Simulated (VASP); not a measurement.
# NbAs (P4mm) in VASP: single point with PBE

Aim: the single point of NbAs with PBE.

Everything below comes from runs of VASP 6.6.1. Logs are shortened: lines on timing, memory, paths and dates and some standing lists are left out, and cuts for length are marked.

## (1) The cell of the first run

The structure is tetragonal, space group P4mm (No. 99). The conventional cell has a = 3.459 Å, b = 3.459 Å, c = 3.669 Å, α = 90.00°, β = 90.00°, γ = 90.00°. Within 3.2 Å of Nb (site symmetry 4mm) lie 4 As at 2.45 Å. As (site symmetry 4mm) has 4 Nb at 2.45 Å within 3.2 Å.

## (2) Single point, PBE

The input, INCAR:

```
SYSTEM = NbAs
PREC = Accurate ; ENCUT = 520
EDIFF = 1E-6 ; ISMEAR = 0
SIGMA = 0.1 ; LREAL = .FALSE.
LASPH = .TRUE. ; NELM = 80
ALGO = Normal ; ISIF = 2
LWAVE = .FALSE. ; LCHARG = .FALSE.
GGA = PE ; NBANDS = 16
```

The input, KPOINTS:

```
Automatic mesh
0
G
  6 6 6
  0 0 0
```

The input, POSCAR:

```
NbAs
1.0
    3.4588342400      0.0000000000      0.0000000000
    0.0000000000      3.4588342400      0.0000000000
    0.0000000000      0.0000000000      3.6692761400
Nb As
1 1
Direct
    0.0000000000      0.0000000000      0.2380290200
    0.5000000000      0.5000000000      0.2619709800
```

Potentials or basis: VASP PAW PBE potentials, release 64 (Nb_sv, As).

Run with:

```bash
> cat potpaw_PBE.64/Nb_sv/POTCAR potpaw_PBE.64/As/POTCAR > POTCAR
> mpirun -np 1 vasp_std > vasp.out
```

OUTCAR:

```text
SYSTEM = NbAs
   PREC = Accurate
   ENCUT = 520
   EDIFF = 1E-6
   ISMEAR = 0
   LREAL = .FALSE.
   LASPH = .TRUE.
   NELM = 80
   ISIF = 2
   GGA = PE

 ion  position               nearest neighbor table
   1  0.000  0.000  0.238-   2 2.45   2 2.45   2 2.45   2 2.45
   2  0.500  0.500  0.262-   1 2.45   1 2.45   1 2.45   1 2.45

  LATTYP: Found a simple tetragonal cell.
 ALAT       =     3.4588342400
 C/A-ratio  =     1.0608418575

  Lattice vectors:

 A1 = (   3.4588342400,   0.0000000000,   0.0000000000)
 A2 = (   0.0000000000,   3.4588342400,   0.0000000000)
 A3 = (   0.0000000000,   0.0000000000,   3.6692761400)

Analysis of symmetry for initial positions (statically):
=====================================================================
 Subroutine PRICEL returns:
 Original cell was already a primitive cell.

 Routine SETGRP: Setting up the symmetry group for a
 simple tetragonal supercell.

 Subroutine GETGRP returns: Found  8 space group operations
 (whereof  8 operations were pure point group operations)
 out of a pool of 16 trial point group operations.

The static configuration has the point symmetry C_4v.

Analysis of symmetry for dynamics (positions and initial velocities):
=====================================================================
 Subroutine PRICEL returns:
 Original cell was already a primitive cell.

 Routine SETGRP: Setting up the symmetry group for a
 simple tetragonal supercell.

 Subroutine GETGRP returns: Found  8 space group operations
 (whereof  8 operations were pure point group operations)
 out of a pool of 16 trial point group operations.

The dynamic configuration has the point symmetry C_4v.

 Subroutine INISYM returns: Found  8 space group operations
 (whereof  8 operations are pure point group operations),
 and found     1 'primitive' translations

----------------------------------------------------------------------------------------

                                     Primitive cell

  volume of cell :      43.8975

  direct lattice vectors                    reciprocal lattice vectors
     3.458834240  0.000000000  0.000000000     0.289114751  0.000000000  0.000000000
     0.000000000  3.458834240  0.000000000     0.000000000  0.289114751  0.000000000
     0.000000000  0.000000000  3.669276140     0.000000000  0.000000000  0.272533318

  length of vectors
     3.458834240  3.458834240  3.669276140     0.289114751  0.289114751  0.272533318

  position of ions in fractional coordinates (direct lattice)
     0.000000000  0.000000000  0.238029020
     0.500000000  0.500000000  0.261970980

  ion indices of the primitive-cell ions
   primitive index   ion index
                 1           1
                 2           2

----------------------------------------------------------------------------------------

 KPOINTS: Automatic mesh

Automatic generation of k-mesh.
 Grid dimensions read from file:
 generate k-points for:    6    6    6

 Generating k-lattice:

  Cartesian coordinates                     Fractional coordinates (reciprocal lattice)
     0.048185792  0.000000000  0.000000000     0.166666667  0.000000000  0.000000000
     0.000000000  0.048185792  0.000000000     0.000000000  0.166666667  0.000000000
     0.000000000  0.000000000  0.045422220     0.000000000  0.000000000  0.166666667

  Length of vectors
     0.048185792  0.048185792  0.045422220

  Shift w.r.t. Gamma in fractional coordinates (k-lattice)
     0.000000000  0.000000000  0.000000000

 Subroutine IBZKPT returns following result:
 ===========================================

 Found     40 irreducible k-points:

 Following reciprocal coordinates:
            Coordinates               Weight
  0.000000  0.000000  0.000000      1.000000
  0.166667  0.000000  0.000000      4.000000
  0.333333  0.000000  0.000000      4.000000
  0.500000  0.000000  0.000000      2.000000
  0.166667  0.166667  0.000000      4.000000
  0.333333  0.166667  0.000000      8.000000
[... 16 lines left out ...]
  0.333333  0.000000  0.333333      8.000000
  0.500000  0.000000  0.333333      4.000000
 [... further k-points ...]
   k-points           NKPTS =     40   k-points in BZ     NKDIM =     40   number of bands    NBANDS=     16
   number of dos      NEDOS =    301   number of ions     NIONS =      2
   total plane-waves  NPLWV =  21952
   dimension x,y,z NGX =    28 NGY =   28 NGZ =   28
   dimension x,y,z NGXF=    56 NGYF=   56 NGZF=   56
   ions per type =               1   1
   NGX,Y,Z   is equivalent  to a cutoff of  13.46, 13.46, 12.69 a.u.
   NGXF,Y,Z  is equivalent  to a cutoff of  26.92, 26.92, 25.37 a.u.
 SYSTEM =  NbAs
   PREC   = accura    normal or accurate (medium, high low for compatibility)
   ISTART =      0    job   : 0-new  1-cont  2-samecut
   ICHARG =      2    charge: 1-file 2-atom 10-const
   ISPIN  =      1    spin polarized calculation?
   LNONCOLLINEAR =      F non collinear calculations
   LSORBIT =      F    spin-orbit coupling
   LASPH  =      T    aspherical Exc in radial PAW
   ENCUT  =  520.0 eV  38.22 Ry    6.18 a.u.   6.43  6.43  6.82*2*pi/ulx,y,z
   NELM   =     80;   NELMIN=  2; NELMDL= -5     # of ELM steps
   EDIFF  = 0.1E-05   stopping-criterion for ELM
   LREAL  =      F    real-space projection
   EDIFFG = 0.1E-04   stopping-criterion for IOM
   NSW    =      0    number of steps for IOM
   IBRION =     -1    ionic relax: 0-MD 1-quasi-New 2-CG
   NFREE  =      0    steps in history (QN), initial steepest desc. (CG)
   ISIF   =      2    stress and relaxation
   ISYM   =      2    0-nonsym 1-usesym 2-fastsym
   POTIM  = 0.5000    time-step for ionic-motion
   TEBEG  =    0.0;   TEEND  =   0.0 temperature during run
   PSTRESS=    0.0 pullay stress
   NELECT =      18.0000    total number of electrons
   NUPDOWN=      -1.0000    fix difference up-down
   EMIN   =  10.00;   EMAX   =-10.00  energy-range for DOS
   EFERMI =   0.00;   METHOD = LEGACY
   ISMEAR =     0;   SIGMA  =   0.10  broadening in eV -4-tet -1-fermi 0-gaus
   EFERMI_NEDOS =   21; number of points for ismear=-14 and -15
   IALGO  =     38    algorithm
   IMIX   =      4    mixing-type and parameters
     AMIX     =   0.40;   BMIX     =  1.00
     AMIX_MAG =   1.60;   BMIX_MAG =  1.00
  volume/ion in A,a.u.               =      21.95       148.12
  Fermi-wavevector in a.u.,A,eV,Ry     =   1.216239  2.298359 20.126255  1.479238
  Thomas-Fermi vector in A             =   2.351600
   LORBIT       =      0    0 simple, 1 ext, 2 COOP (PROOUT), +10 PAW based schemes
   GGA     = PE    functional components
   LHFCALC =     F    Hartree Fock is set to
   AEXX    =    0.0000 exact exchange contribution
   IVDW    =     0    specifies the selected vdW correction
   LEPSILON=     F    determine dielectric tensor
   LRPA    =     F    only Hartree local field effects (RPA)
 non-spin polarized calculation
 Gauss-broadening in eV      SIGMA  =   0.10
  energy-cutoff  :      520.00
  volume of cell :       43.90
 maximum number of plane-waves:      1201
 NGX is ok and might be reduce to    28
   NGX = 13   NGY = 13   NGZ = 13

 number of electron      18.0000000 magnetization

 Free energy of the ion-electron system (eV)
  ---------------------------------------------------
  ext. energy  EPLUGINS =         0.00000000
  ---------------------------------------------------
  free energy    TOTEN  =       -14.04889521 eV

  energy without entropy =      -14.03962742  energy(sigma->0) =      -14.04426131

 E-fermi :   6.8846     XC(G=0): -10.4832

 val. band max:        6.8758811251   @ k =   0.5000   0.5000   0.1667
 cond. band min:       6.9090921559   @ k =   0.0000   0.0000   0.3333
 fundamental gap:      0.0332110308
 Fermi energy:         6.8846274765

 k-point     1 :       0.0000    0.0000    0.0000
  band No.  band energies     occupation
      1     -48.4072      2.00000
      2     -24.5643      2.00000
      3     -24.5643      2.00000
      4     -24.3048      2.00000
      5      -5.7951      2.00000
      6       4.0819      2.00000
[... 8 lines left out ...]
     15      15.1027      0.00000
     16      19.1020      0.00000

 k-point     2 :       0.1667    0.0000    0.0000
  band No.  band energies     occupation
      1     -48.4042      2.00000
      2     -24.6199      2.00000
      3     -24.5534      2.00000
      4     -24.3006      2.00000
      5      -5.4241      2.00000
      6       3.4360      2.00000
[... 8 lines left out ...]
     15      14.8613      0.00000
     16      17.4612      0.00000

 k-point     3 :       0.3333    0.0000    0.0000
  band No.  band energies     occupation
      1     -48.3981      2.00000
      2     -24.7291      2.00000
      3     -24.5313      2.00000
      4     -24.2920      2.00000
      5      -4.4984      2.00000
      6       1.6051      2.00000
[... 8 lines left out ...]
     15      15.1138      0.00000
     16      16.1859      0.00000

 k-point     4 :       0.5000    0.0000    0.0000
  band No.  band energies     occupation
      1     -48.3950      2.00000
      2     -24.7828      2.00000
      3     -24.5202      2.00000
      4     -24.2877      2.00000
      5      -3.8423      2.00000
      6       0.5362      2.00000
[... 8 lines left out ...]
     15      14.6412      0.00000
     16      15.7953      0.00000
[... 324 lines left out ...]
 k-point    22 :       0.1667    0.0000    0.3333
  band No.  band energies     occupation
      1     -48.4012      2.00000
      2     -24.6150      2.00000
      3     -24.5491      2.00000
      4     -24.3558      2.00000
      5      -5.0403      2.00000
      6       3.0149      2.00000
[... 8 lines left out ...]
     15      15.7806      0.00000
     16      17.1945      0.00000

 k-point    23 :       0.3333    0.0000    0.3333
  band No.  band energies     occupation
      1     -48.3951      2.00000
      2     -24.7230      2.00000
      3     -24.5272      2.00000
      4     -24.3461      2.00000
      5      -4.1102      2.00000
      6       1.9225      2.00000
[... 8 lines left out ...]
     15      15.1590      0.00000
     16      17.3853      0.00000

 k-point    24 :       0.5000    0.0000    0.3333
  band No.  band energies     occupation
      1     -48.3921      2.00000
      2     -24.7761      2.00000
      3     -24.5162      2.00000
      4     -24.3413      2.00000
      5      -3.4517      2.00000
      6       0.8812      2.00000
[... 8 lines left out ...]
     15      15.9260      0.00000
     16      17.3930      0.00000

 [... further k-points ...]

------------------------ aborting loop because EDIFF is reached ----------------------------------------

  FORCE on cell =-STRESS in cart. coord.  units (eV):
  Direction    XX          YY          ZZ          XY          YZ          ZX
  --------------------------------------------------------------------------------------
  -------------------------------------------------------------------------------------
  Total        5.0589693      5.0589693     -2.0913551      0.0000000      0.0000000      0.0000000
  in kB      184.6429506    184.6429506    -76.3305638      0.0000000      0.0000000      0.0000000
  external PRESSURE =      97.6517791 kB  Pullay stress =       0.0000000 kB

 VOLUME and BASIS-vectors are now :
 -----------------------------------------------------------------------------
  energy-cutoff  :      520.00
  volume of cell :       43.90
      direct lattice vectors                 reciprocal lattice vectors
     3.458834240  0.000000000  0.000000000     0.289114751  0.000000000  0.000000000
     0.000000000  3.458834240  0.000000000     0.000000000  0.289114751  0.000000000
     0.000000000  0.000000000  3.669276140     0.000000000  0.000000000  0.272533318

 POSITION                                       TOTAL-FORCE (eV/Angst)
 -----------------------------------------------------------------------------------
      0.00000      0.00000      0.87339         0.000000     -0.000000     -0.131306
      1.72942      1.72942      0.96124         0.000000      0.000000      0.131306
 -----------------------------------------------------------------------------------
    total drift:                                0.000000     -0.000000     -0.000143

  FREE ENERGIE OF THE ION-ELECTRON SYSTEM (eV)
  ---------------------------------------------------
  free  energy   TOTEN  =       -14.0488952063 eV

  energy  without entropy=      -14.0396274218  energy(sigma->0) =      -14.04426131
```

It took 45 s on 1 thread of AMD EPYC 7R13 (Zen 3), shared host; peak memory 0.14 GiB.

Results:

| Quantity | Value |
| --- | --- |
| Free energy | -14.0489 eV |
| Pressure | 9.8 GPa |
| Largest force | 0.131 eV/Å |
| Band gap on the k mesh | zero (band 9 reaches 7.65 eV, above the bottom of band 10 at 5.33 eV) |

Forces in eV/Å, atoms in the order of the input:
```
Nb   0.000  0.000 -0.131
As   0.000  0.000  0.131
```

Levels at points of the mesh, in eV from the Fermi level:
```csv
k point,band 5,band 6,band 7,band 8,band 9,band 10,band 11,band 12,band 13,band 14
"(0.00, 0.00, 0.00)",-12.68,-2.80,-1.97,-0.38,-0.06,-0.06,-0.03,1.26,1.26,5.85
"(0.50, 0.00, 0.00)",-10.73,-6.35,-4.18,-2.14,-1.10,1.44,1.85,4.39,5.07,7.19
"(0.50, 0.50, 0.00)",-11.54,-3.28,-3.28,-0.49,-0.06,-0.06,1.00,2.20,3.40,3.74
"(0.00, 0.00, 0.50)",-12.15,-4.32,-2.57,0.04,0.13,0.13,0.69,0.69,2.23,6.42
"(0.50, 0.00, 0.50)",-10.18,-5.88,-4.54,-4.00,0.76,1.29,1.67,3.25,3.29,7.22
"(0.50, 0.50, 0.50)",-11.16,-2.63,-2.63,-1.83,-1.55,-1.55,1.82,2.24,4.38,5.09
```
